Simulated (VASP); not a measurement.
Wanted: the native input for a VASP 6.6.1 run.

```yaml
Task: single point
Functional: r2SCAN
Potentials_or_basis: VASP PAW PBE potentials, release 64 (Cd, I)
Cutoff: 550 eV
k_mesh: 6 × 6 × 4
Occupations: gaussian, width 0.01 eV
Spin: no spin polarisation
Dipole_correction: no
Further_INCAR_settings: ALGO = Normal; EDIFF = 1e-06; NBANDS = 20
```

CdI2:

```xyz
3
Lattice="4.2487 0.0000 0.0000 -2.1244 3.6795 0.0000 0.0000 0.0000 6.8836" Properties=species:S:1:pos:R:3 pbc="T T T"
Cd    0.0000    0.0000    0.0000
I     0.0000    2.4530    1.7179
I     2.1244    1.2265    5.1657
```

One way to write it, as run:

POSCAR

```
CdI2
1.0
    4.2487073931      0.0000000000      0.0000000000
   -2.1243536965      3.6794885357      0.0000000000
    0.0000000000      0.0000000000      6.8836385196
Cd I
1 2
Direct
    0.0000000000      0.0000000000      0.0000000000
    0.3333333333      0.6666666667      0.2495631425
    0.6666666667      0.3333333333      0.7504368575
```

INCAR.step1

```
SYSTEM = CdI2
PREC     = Accurate       ! precision mode
ENCUT    = 550            ! plane-wave cutoff, eV
ISMEAR   = 0              ! smearing method
SIGMA    = 0.01           ! smearing width, eV
LREAL    = .False.        ! projectors in reciprocal space
LASPH    = .True.         ! aspherical terms in the spheres
NELM     = 120            ! most SCF steps
NBANDS   = 20             ! bands
GGA      = PE             ! functional
ALGO     = Normal         ! electronic algorithm
EDIFF    = 1E-5           ! SCF threshold, eV
LWAVE    = .True.         ! write WAVECAR
LCHARG   = .False.        ! write CHGCAR
GGA_COMPAT= .False.
```

INCAR.step2

```
SYSTEM = CdI2
PREC     = Accurate       ! precision mode
ENCUT    = 550            ! plane-wave cutoff, eV
EDIFF    = 1E-6           ! SCF threshold, eV
ISMEAR   = 0              ! smearing method
SIGMA    = 0.01           ! smearing width, eV
LREAL    = .False.        ! projectors in reciprocal space
LASPH    = .True.         ! aspherical terms in the spheres
NELM     = 120            ! most SCF steps
ALGO     = Normal         ! electronic algorithm
ISIF     = 2              ! what is computed and relaxed
LWAVE    = .False.        ! write WAVECAR
LCHARG   = .False.        ! write CHGCAR
METAGGA  = R2SCAN         ! meta-GGA
LMIXTAU  = .True.       
NBANDS   = 20             ! bands
ISTART   = 1            
GGA_COMPAT= .False.
```

KPOINTS

```
Automatic mesh
0
Gamma
  6 6 4
  0 0 0
```

Potentials or basis: VASP PAW PBE potentials, release 64 (Cd, I).

Command:

```console
$ cat potpaw_PBE.64/Cd/POTCAR potpaw_PBE.64/I/POTCAR > POTCAR
$ cp INCAR.step1 INCAR
$ mpirun -np 1 vasp_std > vasp.out
$ cp INCAR.step2 INCAR
$ mpirun -np 1 vasp_std > vasp.out
```

It gave:

```yaml
Pressure: 1.0 GPa
Largest_force: 0.022 eV/Å
Band_gap_on_the_k_mesh: 2.82 eV (least direct gap 3.15 eV)
```

Caveat: the PAW data sets were made with another functional, which shifts forces and pressure a little; spin-orbit coupling is left out, which moves the levels of the heavy elements.

Wall time 4.3 min on 1 thread of Intel Xeon 8259CL (shared host), peak memory 0.27 GiB.
